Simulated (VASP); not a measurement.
Here is a VASP 6.6.1 calculation.

INCAR

```
SYSTEM = K2MgZnF6
PREC = Accurate
ENCUT = 520
EDIFF = 1E-6
ISMEAR = -1
SIGMA = 0.05
LREAL = Auto
LASPH = .TRUE.
NELM = 80
ALGO = Normal
ISIF = 2
LWAVE = .FALSE.
LCHARG = .FALSE.
GGA = PS
ISYM = 0
NBANDS = 174
```

KPOINTS

```
Automatic mesh
0
Gamma
  1 1 1
  0.25 0.25 0.25
```

The input POSCAR:

```
K2MgZnF6
1.0
    8.0454537007      0.0000000000      0.0000000000
    0.0000000000      8.0454537007      0.0000000000
    0.0000000000      0.0000000000      8.0454537007
K Mg Zn F
8 4 4 24
Direct
    0.9998000000      0.0008650000      0.0002970000
    0.9997960000      0.0008800000      0.5003130000
    0.9998130000      0.5005990000      0.0003180000
    0.9998320000      0.5005770000      0.5003220000
    0.5000780000      0.0008540000      0.0002860000
    0.5000940000      0.0008430000      0.5002760000
    0.5001150000      0.5005620000      0.0002960000
    0.5001030000      0.5005610000      0.5002890000
    0.2499530000      0.2507200000      0.2503070000
    0.2499490000      0.7507260000      0.2503190000
    0.2499570000      0.7507290000      0.7503160000
    0.7499600000      0.7507120000      0.7502830000
    0.2499480000      0.2507290000      0.7503170000
    0.7499590000      0.2507180000      0.2502780000
    0.7499500000      0.2507060000      0.7502780000
    0.7499480000      0.7507090000      0.2502810000
    0.2502740000      0.2507070000      0.0031130000
    0.2496210000      0.2507350000      0.4975120000
    0.2498410000      0.7507890000      0.0003160000
    0.2500660000      0.7506700000      0.5003180000
    0.7498010000      0.2507990000      0.0002770000
    0.7501210000      0.2506300000      0.5002830000
    0.7500550000      0.7504250000      0.9974860000
    0.7498650000      0.7510030000      0.5030830000
    0.0029240000      0.2504660000      0.2502120000
    0.0001580000      0.2507670000      0.7505930000
    0.0028770000      0.7510570000      0.2504840000
    0.0000800000      0.7506660000      0.7502030000
    0.4969830000      0.2509810000      0.2503840000
    0.4997470000      0.2506460000      0.7499950000
    0.4970240000      0.7503890000      0.2501330000
    0.4998370000      0.7507780000      0.7504110000
    0.2502150000      0.0006030000      0.2503550000
    0.2497480000      0.9977990000      0.7502060000
    0.2496930000      0.5008430000      0.2502990000
    0.2501550000      0.5036490000      0.7504550000
    0.7496000000      0.0005120000      0.2500150000
    0.7498980000      0.9977360000      0.7502920000
    0.7502810000      0.5009200000      0.2505230000
    0.7500550000      0.5036870000      0.7502530000
```

Potentials or basis: VASP PAW PBE potentials, release 64 (K_sv, Mg, Zn, F).

Launch:

```sh
$ cat potpaw_PBE.64/K_sv/POTCAR potpaw_PBE.64/Mg/POTCAR potpaw_PBE.64/Zn/POTCAR potpaw_PBE.64/F/POTCAR > POTCAR
$ mpirun -np 1 vasp_std > vasp.out
```

(1) What does it give for the band gap on the k mesh?

(2) What does it give for the largest force?

(3) What does it give for the pressure?

## Answers

(1) 5.61 eV.

(2) 0.076 eV/Å.

(3) 0.0 GPa.

Caveat: the PAW data sets were made with another functional, which shifts forces and pressure a little; a shifted mesh leaves out Γ, where band edges can lie.
